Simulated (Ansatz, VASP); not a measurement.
**Cu: VASP beside Ansatz**

```xyz
1
Lattice="-0.1908 1.7173 1.7173 1.7173 -0.1908 1.7173 1.7173 1.7173 -0.1908" Properties=species:S:1:pos:R:3 pbc="T T T"
Cu    0.0000    0.0000    0.0000
```

Alike in both runs: task single point; functional PBE; k mesh 24 × 24 × 24; occupations gaussian, width 0.15 eV; no spin polarisation.

|  | VASP | Ansatz |
| --- | --- | --- |
| version | VASP 6.6.1 | Ansatz 0.2.0 |
| potentials or method | VASP PAW PBE potentials, release 64 (Cu), cutoff 520 eV | scalar-relativistic, plane waves, PAW |
| valence electrons in the cell | 11 | 19 |

|  | VASP | Ansatz | Ansatz less VASP |
| --- | --- | --- | --- |
| gap on the k mesh at the Fermi level (eV) | none | none | - |
| pressure (GPa) | 6.2 | 5.5 | -0.69 |
| traceless stress, the component that is largest in VASP (GPa) | 6.87 | 6.91 | +0.038 |

A gap of «none» marks a metal or a gap that the smearing closes. VASP's potentials hold 11 valence electrons a cell and Ansatz's 19, so a difference there can come from the potentials and not from the codes.
